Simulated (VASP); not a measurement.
# In (I4/mmm) in VASP: settings compared

Aim: see how the results for In move with the level of theory and the settings. Levels: r2SCAN, BLYP+D4, PBE0. Tasks: single point.

Program: VASP 6.6.1. These are calculated values, not measurements. Logs are shortened: lines on timing, memory, paths and dates and some standing lists are left out, and cuts for length are marked.

## (1) The cell of the first run

The structure is tetragonal, space group I4/mmm (No. 139). The conventional cell has a = 2.911 Å, b = 2.911 Å, c = 4.514 Å, α = 90.00°, β = 90.00°, γ = 90.00°. Within 3.8 Å of In (site symmetry 4/mmm) lie 12 In at 2.91 to 3.05 Å.

## (2) Single point, r2SCAN

Input file POSCAR:

```
In
1.0
   -1.4555160809      1.4555160809      2.2570204316
    1.4555160809     -1.4555160809      2.2570204316
    1.4555160809      1.4555160809     -2.2570204316
In
1
Direct
    0.0000000000      0.0000000000      0.0000000000
```

Input file INCAR.step1:

```
PREC = Accurate
ENCUT = 520
ISMEAR = -1
SIGMA = 0.05
LREAL = False
LASPH = True
NELM = 60
NBANDS = 12
GGA = PE
ALGO = Normal
EDIFF = 1E-4
LWAVE = True
LCHARG = False
```

Input file INCAR.step2:

```
PREC = Accurate
ENCUT = 520
EDIFF = 1E-6
ISMEAR = -1
SIGMA = 0.05
LREAL = False
LASPH = True
NELM = 60
ALGO = Normal
ISIF = 2
LWAVE = False
LCHARG = False
METAGGA = R2SCAN
LMIXTAU = True
NBANDS = 12
ISTART = 1
```

Input file KPOINTS:

```
Automatic mesh
0
Gamma
  11 11 11
```

Potentials or basis: VASP PAW PBE potentials, release 64 (In_d).

Launch:

```
cat potpaw_PBE.64/In_d/POTCAR > POTCAR
cp INCAR.step1 INCAR
mpirun -np 1 vasp_std > vasp.out
cp INCAR.step2 INCAR
mpirun -np 1 vasp_std > vasp.out
```

OUTCAR:

```text
PREC = Accurate
   ENCUT = 520
   EDIFF = 1E-6
   ISMEAR = -1
   LREAL = False
   LASPH = True
   NELM = 60
   ISIF = 2
   METAGGA = R2SCAN
   ISTART = 1

 ion  position               nearest neighbor table
   1  0.000  0.000  0.000-

  LATTYP: Found a body centered tetragonal cell.
 ALAT       =     2.9110321618
 C/A-ratio  =     1.5506667781

  Lattice vectors:

 A1 = (  -1.4555160809,   1.4555160809,   2.2570204316)
 A2 = (   1.4555160809,  -1.4555160809,   2.2570204316)
 A3 = (   1.4555160809,   1.4555160809,  -2.2570204316)

Analysis of symmetry for initial positions (statically):
=====================================================================
 Subroutine PRICEL returns:
 Original cell was already a primitive cell.

 Routine SETGRP: Setting up the symmetry group for a
 body centered tetragonal supercell.

 Subroutine GETGRP returns: Found 16 space group operations
 (whereof 16 operations were pure point group operations)
 out of a pool of 16 trial point group operations.

The static configuration has the point symmetry D_4h.

Analysis of symmetry for dynamics (positions and initial velocities):
=====================================================================
 Subroutine PRICEL returns:
 Original cell was already a primitive cell.

 Routine SETGRP: Setting up the symmetry group for a
 body centered tetragonal supercell.

 Subroutine GETGRP returns: Found 16 space group operations
 (whereof 16 operations were pure point group operations)
 out of a pool of 16 trial point group operations.

The dynamic configuration has the point symmetry D_4h.

 Subroutine INISYM returns: Found 16 space group operations
 (whereof 16 operations are pure point group operations),
 and found     1 'primitive' translations

----------------------------------------------------------------------------------------

                                     Primitive cell

  volume of cell :      19.1262

  direct lattice vectors                    reciprocal lattice vectors
    -1.455516081  1.455516081  2.257020432     0.000000000  0.343520767  0.221531003
     1.455516081 -1.455516081  2.257020432     0.343520767  0.000000000  0.221531003
     1.455516081  1.455516081 -2.257020432     0.343520767  0.343520767  0.000000000

  length of vectors
     3.054700534  3.054700534  3.054700534     0.408757266  0.408757266  0.485811727

  position of ions in fractional coordinates (direct lattice)
     0.000000000  0.000000000  0.000000000

  ion indices of the primitive-cell ions
   primitive index   ion index
                 1           1

----------------------------------------------------------------------------------------

 KPOINTS: Automatic mesh

Automatic generation of k-mesh.
 Grid dimensions read from file:
 generate k-points for:   11   11   11

 Generating k-lattice:

  Cartesian coordinates                     Fractional coordinates (reciprocal lattice)
     0.000000000  0.031229161  0.020139182     0.090909091  0.000000000 -0.000000000
     0.031229161  0.000000000  0.020139182     0.000000000  0.090909091 -0.000000000
     0.031229161  0.031229161  0.000000000     0.000000000  0.000000000  0.090909091

  Length of vectors
     0.037159751  0.037159751  0.044164702

  Shift w.r.t. Gamma in fractional coordinates (k-lattice)
     0.000000000  0.000000000  0.000000000

 Subroutine IBZKPT returns following result:
 ===========================================

 Found    126 irreducible k-points:

 Following reciprocal coordinates:
            Coordinates               Weight
  0.000000  0.000000  0.000000      1.000000
  0.090909 -0.000000  0.000000      8.000000
  0.181818 -0.000000  0.000000      8.000000
  0.272727 -0.000000  0.000000      8.000000
  0.363636 -0.000000  0.000000      8.000000
  0.454545 -0.000000  0.000000      8.000000
[... 16 lines left out ...]
 -0.272727  0.181818  0.000000     16.000000
 -0.181818  0.181818  0.000000      4.000000
 [... further k-points ...]
   k-points           NKPTS =    126   k-points in BZ     NKDIM =    126   number of bands    NBANDS=     12
   number of dos      NEDOS =    301   number of ions     NIONS =      1
   total plane-waves  NPLWV =  13824
   dimension x,y,z NGX =    24 NGY =   24 NGZ =   24
   dimension x,y,z NGXF=    48 NGYF=   48 NGZF=   48
   ions per type =               1
   NGX,Y,Z   is equivalent  to a cutoff of  13.06, 13.06, 13.06 a.u.
   NGXF,Y,Z  is equivalent  to a cutoff of  26.12, 26.12, 26.12 a.u.
 SYSTEM =  unknown system
   PREC   = accura    normal or accurate (medium, high low for compatibility)
   ISTART =      1    job   : 0-new  1-cont  2-samecut
   ICHARG =      0    charge: 1-file 2-atom 10-const
   ISPIN  =      1    spin polarized calculation?
   LNONCOLLINEAR =      F non collinear calculations
   LSORBIT =      F    spin-orbit coupling
   LASPH  =      T    aspherical Exc in radial PAW
   ENCUT  =  520.0 eV  38.22 Ry    6.18 a.u.   5.68  5.68  5.68*2*pi/ulx,y,z
   NELM   =     60;   NELMIN=  2; NELMDL=  0     # of ELM steps
   EDIFF  = 0.1E-05   stopping-criterion for ELM
   LREAL  =      F    real-space projection
   EDIFFG = 0.1E-04   stopping-criterion for IOM
   NSW    =      0    number of steps for IOM
   IBRION =     -1    ionic relax: 0-MD 1-quasi-New 2-CG
   NFREE  =      0    steps in history (QN), initial steepest desc. (CG)
   ISIF   =      2    stress and relaxation
   ISYM   =      2    0-nonsym 1-usesym 2-fastsym
   POTIM  = 0.5000    time-step for ionic-motion
   TEBEG  =    0.0;   TEEND  =   0.0 temperature during run
   PSTRESS=    0.0 pullay stress
   NELECT =      13.0000    total number of electrons
   NUPDOWN=      -1.0000    fix difference up-down
   EMIN   =  10.00;   EMAX   =-10.00  energy-range for DOS
   EFERMI =   0.00;   METHOD = LEGACY
   ISMEAR =    -1;   SIGMA  =   0.05  broadening in eV -4-tet -1-fermi 0-gaus
   EFERMI_NEDOS =   21; number of points for ismear=-14 and -15
   IALGO  =     38    algorithm
   IMIX   =      4    mixing-type and parameters
     AMIX     =   0.40;   BMIX     =  1.00
     AMIX_MAG =   1.60;   BMIX_MAG =  1.00
  volume/ion in A,a.u.               =      19.13       129.07
  Fermi-wavevector in a.u.,A,eV,Ry     =   1.439393  2.720059 28.189269  2.071853
  Thomas-Fermi vector in A             =   2.558254
   LORBIT       =      0    0 simple, 1 ext, 2 COOP (PROOUT), +10 PAW based schemes
   METAGGA = R2SCAN    functional components
   LHFCALC =     F    Hartree Fock is set to
   AEXX    =    0.0000 exact exchange contribution
   IVDW    =     0    specifies the selected vdW correction
   LEPSILON=     F    determine dielectric tensor
   LRPA    =     F    only Hartree local field effects (RPA)
 non-spin polarized calculation
  energy-cutoff  :      520.00
  volume of cell :       19.13
 maximum number of plane-waves:       533
   NGX = 11   NGY = 11   NGZ = 11

 number of electron      13.0000005 magnetization

 Free energy of the ion-electron system (eV)
  ---------------------------------------------------
  ext. energy  EPLUGINS =         0.00000000
  ---------------------------------------------------
  free energy    TOTEN  =       -22.08015261 eV

  energy without entropy =      -22.07788095  energy(sigma->0) =      -22.07901678

 E-fermi :  11.9778     XC(G=0): -12.8679

 val. band max:       11.9495878409   @ k =  -0.4545   0.4545   0.1818
 cond. band min:      11.9940915050   @ k =   0.2727   0.1818   0.0909
 fundamental gap:      0.0445036641
 Fermi energy:        11.9777622527

 k-point     1 :       0.0000    0.0000    0.0000
  band No.  band energies     occupation
      1      -4.3091      2.00000
      2      -4.0098      2.00000
      3      -4.0098      2.00000
      4      -3.8636      2.00000
      5      -3.5668      2.00000
      6      -0.9653      2.00000
      7      24.3247      0.00000
      8      25.8839      0.00000
      9      25.8839      0.00000
     10      26.0916      0.00000
     11      29.4516      0.00000
     12      29.4552      0.00000

 k-point     2 :       0.0909   -0.0000    0.0000
  band No.  band energies     occupation
      1      -4.2817      2.00000
      2      -4.0204      2.00000
      3      -3.9814      2.00000
      4      -3.8556      2.00000
      5      -3.5821      2.00000
      6      -0.7209      2.00000
      7      22.7980      0.00000
      8      24.7415      0.00000
      9      25.5858      0.00000
     10      25.6314      0.00000
     11      28.7019      0.00000
     12      30.0057      0.00000

 k-point     3 :       0.1818   -0.0000    0.0000
  band No.  band energies     occupation
      1      -4.2477      2.00000
      2      -4.0681      2.00000
      3      -3.9216      2.00000
      4      -3.7867      2.00000
      5      -3.6051      2.00000
      6       0.0334      2.00000
      7      18.9353      0.00000
      8      24.0422      0.00000
      9      25.1652      0.00000
     10      25.1758      0.00000
     11      27.4681      0.00000
     12      30.5856      0.00000

 k-point     4 :       0.2727   -0.0000    0.0000
  band No.  band energies     occupation
      1      -4.2797      2.00000
      2      -4.1389      2.00000
      3      -3.9038      2.00000
      4      -3.6251      2.00000
      5      -3.5712      2.00000
      6       1.3227      2.00000
      7      15.0810      0.00000
      8      22.8843      0.00000
      9      24.7693      0.00000
     10      24.9930      0.00000
     11      26.6778      0.00000
     12      30.2653      0.00000

 k-point     5 :       0.3636   -0.0000    0.0000
  band No.  band energies     occupation
      1      -4.3582      2.00000
      2      -4.1934      2.00000
      3      -3.9413      2.00000
      4      -3.4826      2.00000
      5      -3.4424      2.00000
      6       3.1396      2.00000
      7      11.5053      1.99984
      8      21.8935      0.00000
      9      24.5142      0.00000
     10      24.7008      0.00000
     11      26.1712      0.00000
     12      29.1472      0.00000
[... 228 lines left out ...]
      1      -4.3379      2.00000
      2      -4.0744      2.00000
      3      -3.9129      2.00000
      4      -3.6857      2.00000
      5      -3.3318      2.00000
      6       4.9647      2.00000
      7      10.9439      2.00000
      8      19.2108      0.00000
      9      19.9380      0.00000
     10      22.3040      0.00000
     11      29.1056      0.00000
     12      30.2416      0.00000

 k-point    22 :      -0.3636    0.1818    0.0000
  band No.  band energies     occupation
      1      -4.3150      2.00000
      2      -4.0443      2.00000
      3      -3.8735      2.00000
      4      -3.7416      2.00000
      5      -3.4296      2.00000
      6       2.9356      2.00000
      7      14.3252      0.00000
      8      19.5030      0.00000
      9      21.6048      0.00000
     10      22.2374      0.00000
     11      27.1317      0.00000
     12      30.0177      0.00000

 k-point    23 :      -0.2727    0.1818    0.0000
  band No.  band energies     occupation
      1      -4.2673      2.00000
      2      -3.9811      2.00000
      3      -3.8677      2.00000
      4      -3.7964      2.00000
      5      -3.5780      2.00000
      6       1.4202      2.00000
      7      18.0043      0.00000
      8      20.2372      0.00000
      9      22.3317      0.00000
     10      23.8258      0.00000
     11      24.5885      0.00000
     12      30.8678      0.00000

 k-point    24 :      -0.1818    0.1818    0.0000
  band No.  band energies     occupation
      1      -4.1961      2.00000
      2      -4.0036      2.00000
      3      -3.8760      2.00000
      4      -3.8460      2.00000
      5      -3.6557      2.00000
      6       0.4396      2.00000
      7      21.2613      0.00000
      8      21.4855      0.00000
      9      22.4439      0.00000
     10      23.2927      0.00000
     11      26.3277      0.00000
     12      30.9983      0.00000

 [... further k-points ...]

------------------------ aborting loop because EDIFF is reached ----------------------------------------

  FORCE on cell =-STRESS in cart. coord.  units (eV):
  Direction    XX          YY          ZZ          XY          YZ          ZX
  --------------------------------------------------------------------------------------
  -------------------------------------------------------------------------------------
  Total        3.6327117      3.6327117      3.6311939      0.0000000     -0.0000000      0.0000000
  in kB      304.3070541    304.3070541    304.1799092      0.0000000     -0.0000000      0.0000000
  external PRESSURE =     304.2646725 kB  Pullay stress =       0.0000000 kB

 VOLUME and BASIS-vectors are now :
 -----------------------------------------------------------------------------
  energy-cutoff  :      520.00
  volume of cell :       19.13
      direct lattice vectors                 reciprocal lattice vectors
    -1.455516081  1.455516081  2.257020432     0.000000000  0.343520767  0.221531003
     1.455516081 -1.455516081  2.257020432     0.343520767  0.000000000  0.221531003
     1.455516081  1.455516081 -2.257020432     0.343520767  0.343520767  0.000000000

 POSITION                                       TOTAL-FORCE (eV/Angst)
 -----------------------------------------------------------------------------------
      0.00000      0.00000      0.00000         0.000000     -0.000000     -0.000000
 -----------------------------------------------------------------------------------
    total drift:                               -0.000000      0.000000      0.000000

  FREE ENERGIE OF THE ION-ELECTRON SYSTEM (eV)
  ---------------------------------------------------
  free  energy   TOTEN  =       -22.0801526110 eV

  energy  without entropy=      -22.0778809468  energy(sigma->0) =      -22.07901678
```

Run time: 84 s. Hardware: 1 thread of AMD EPYC 9R45 (Zen 5), shared host; peak memory 0.13 GiB.

Results:

- Free energy: -22.0802 eV
- Pressure: 30.4 GPa
- Band gap on the k mesh: zero (an odd number of electrons rules out a gap without spin polarisation)

Caveat: the cell stands under pressure; the PAW data sets were made with another functional, which shifts forces and pressure a little; spin-orbit coupling is left out, which moves the levels of the heavy elements.

## (3) Single point, BLYP+D4 (27.76 Å³/atom)

This run uses another cell than the first one, of 27.76 Å³/atom.

Input file INCAR:

```
SYSTEM = In
AGGAC = 1.0
AGGAX = 1.0
ALDAC = 0.0
ALDAX = 1.0
ALGO = Normal
EDIFF = 1E-6
ENCUT = 520
GGA = B5
ISIF = 2
ISMEAR = 1
IVDW = 13
LASPH = .TRUE.
LCHARG = .FALSE.
LREAL = .FALSE.
LWAVE = .FALSE.
NBANDS = 12
NELM = 80
PREC = Accurate
SIGMA = 0.01
VDW_A1 = 0.44488865
VDW_A2 = 4.0933009
VDW_S6 = 1.0
VDW_S8 = 2.34076671
```

Input file KPOINTS:

```
k-points
0
G
  11 11 11
  0 0 0
```

Input file POSCAR:

```
In
1.0
   -1.6373037819      1.6373037819      2.5883937289
    1.6373037819     -1.6373037819      2.5883937289
    1.6373037819      1.6373037819     -2.5883937289
In
1
Direct
    0.0000000000      0.0000000000      0.0000000000
```

Potentials or basis: VASP PAW PBE potentials, release 64 (In_d).

Launch:

```
cat potpaw_PBE.64/In_d/POTCAR > POTCAR
mpirun -np 1 vasp_std > vasp.out
```

It took 32 s on 1 thread of AMD EPYC 9R45 (Zen 5), shared host; peak memory 0.15 GiB.

Results (log left out):

- Free energy: -2.4529 eV
- Pressure: 0.0 GPa
- Band gap on the k mesh: zero (an odd number of electrons rules out a gap without spin polarisation)
- Dispersion energy per atom: -0.622 eV

Levels at points of the mesh, in eV from the Fermi level:
| k point | band 4 | band 5 | band 6 | band 7 | band 8 | band 9 |
| --- | --- | --- | --- | --- | --- | --- |
| (0.00, 0.00, 0.00) | -14.58 | -14.44 | -9.16 | 9.79 | 9.79 | 9.89 |

Caveat: the PAW data sets were made with another functional, which shifts forces and pressure a little; spin-orbit coupling is left out, which moves the levels of the heavy elements.

## (4) Single point, PBE0

This run uses another cell than the first one, of 26.39 Å³/atom.

Input file POSCAR:

```
In
1.0
   -1.6159712126      1.6159712126      2.5269203845
    1.6159712126     -1.6159712126      2.5269203845
    1.6159712126      1.6159712126     -2.5269203845
In
1
Direct
    0.0000000000      0.0000000000      0.0000000000
```

Input file INCAR.step1:

```
PREC = Accurate ; ENCUT = 520
EDIFF = 1E-5 ; ISMEAR = -1
SIGMA = 0.05 ; LREAL = F
LASPH = T ; NELM = 80
ALGO = Normal ; ISIF = 2
LWAVE = T ; LCHARG = F
NBANDS = 12 ; GGA = PE
```

Input file INCAR.step2:

```
PREC = Accurate ; ENCUT = 520
EDIFF = 1E-6 ; ISMEAR = -1
SIGMA = 0.05 ; LREAL = F
LASPH = T ; NELM = 80
ALGO = Normal ; ISIF = 2
LWAVE = F ; LCHARG = F
GGA = PE ; LHFCALC = T
AEXX = 0.25 ; PRECFOCK = Normal
NBANDS = 12 ; ISTART = 1
```

Input file KPOINTS:

```
regular mesh
0
Gamma
  6 6 6
```

Launch:

```
cat potpaw_PBE.64/In_d/POTCAR > POTCAR
cp INCAR.step1 INCAR
mpirun -np 1 vasp_std > vasp.out
cp INCAR.step2 INCAR
mpirun -np 1 vasp_std > vasp.out
```

Run time: 22 min. Hardware: 1 thread of Intel Xeon Platinum 8488C (Sapphire Rapids), shared host; peak memory 0.17 GiB.

It converged, with:

| Quantity | Value |
| --- | --- |
| Free energy | -3.2487 eV |
| Pressure | -0.2 GPa |
| Band gap on the k mesh | zero (an odd number of electrons rules out a gap without spin polarisation) |

Levels at points of the mesh, in eV from the Fermi level:
```tsv
k point	band 2	band 3	band 4	band 5	band 6	band 7	band 8	band 9	band 10	band 11
(0.00, 0.00, 0.00)	-17.12	-17.12	-17.07	-16.93	-11.26	11.74	11.74	11.98	12.67	15.03
(0.50, 0.00, 0.00)	-17.22	-17.11	-16.87	-16.82	-5.27	-4.28	8.20	10.61	11.95	12.29
(0.50, 0.50, 0.00)	-17.30	-16.86	-16.86	-16.74	-2.48	-1.90	4.10	4.75	7.71	8.02
(0.50, 0.50, 0.50)	-17.29	-16.84	-16.82	-16.82	-4.07	-3.68	5.85	5.85	9.21	9.39
```

Caveat: the k points lie up to 0.38 Å⁻¹ apart, too coarse for converged energies and pressures of a metal; the PAW data sets were made with another functional, which shifts forces and pressure a little; spin-orbit coupling is left out, which moves the levels of the heavy elements.

## (5) The runs side by side

```csv
level,cell,k mesh,smearing,grid for exact exchange (PRECFOCK),share of exact exchange,gap on the mesh (eV),pressure (GPa)
r2SCAN,"a = 3.055 Å, angles 123.1, 123.1, 84.7°, 1 atom",11 × 11 × 11,fermi-dirac 0.05 eV,-,-,none,30.4
BLYP+D4,"a = 3.473 Å, angles 123.7, 123.7, 83.6°, 1 atom",11 × 11 × 11,methfessel-paxton 0.01 eV,-,-,none,0.0
PBE0,"a = 3.407 Å, angles 123.4, 123.4, 84.3°, 1 atom",6 × 6 × 6,fermi-dirac 0.05 eV,Normal,0.25,none,-0.2
```

Alike in all rows: task single point; potentials or basis VASP PAW PBE potentials, release 64 (In_d); no spin polarisation; cutoff (eV) 520.

Caveats: some runs use coarse meshes; the PAW data sets were made with another functional, which shifts forces and pressure a little; spin-orbit coupling is left out, which moves the levels of the heavy elements; the cell stands under pressure (at least some runs).

Total energies depend on the potentials used, so only differences within one code and one set of settings carry meaning.
